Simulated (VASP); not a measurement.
Here is a VASP 6.6.1 calculation.

File INCAR:

```
ALGO = Fast
EDIFF = 1E-7
ENCUT = 520
GGA = PE
ISIF = 2
ISMEAR = 0
LASPH = True
LCHARG = False
LREAL = False
LWAVE = False
NBANDS = 25
NELM = 100
PREC = Accurate
SIGMA = 0.1
```

File KPOINTS:

```
k-points
0
Gamma
  6 6 8
```

POSCAR

```
Al6W
1.0
    5.6221667466      0.0000000000      0.0000000000
    0.0000000000      5.6221667466      0.0000000000
    0.0000000000      0.0000000000      3.7551476254
Al W
6 1
Direct
    0.7576743037      0.7576743037      0.0000000000
    0.2423256963      0.2423256963      0.0000000000
    0.2423256963      0.7576743037      0.0000000000
    0.7576743037      0.2423256963      0.0000000000
    0.5000000000      0.0000000000      0.5000000000
    0.0000000000      0.5000000000      0.5000000000
    0.5000000000      0.5000000000      0.5000000000
```

Potentials or basis: VASP PAW PBE potentials, release 64 (Al, W_sv).

Launch:

```sh
$ cat potpaw_PBE.64/Al/POTCAR potpaw_PBE.64/W_sv/POTCAR > POTCAR
$ mpirun -np 1 vasp_std > vasp.out
```

**Question.** Estimate the band gap on the k mesh.

**Answer.** Zero (band 16 reaches 8.88 eV, above the bottom of band 17 at 7.08 eV).

**Question.** What does it give for the pressure?

**Answer.** 0.0 GPa.

**Question.** What does it give for the largest force?

**Answer.** 0.005 eV/Å.

Forces on the atoms (eV/Å):
```
Al   0.004  0.004  0.000
Al  -0.004 -0.004  0.000
Al  -0.004  0.004  0.000
Al   0.004 -0.004  0.000
Al   0.000  0.000  0.000
Al   0.000  0.000  0.000
W    0.000  0.000  0.000
```

Caveat: spin-orbit coupling is left out, which moves the levels of the heavy elements.
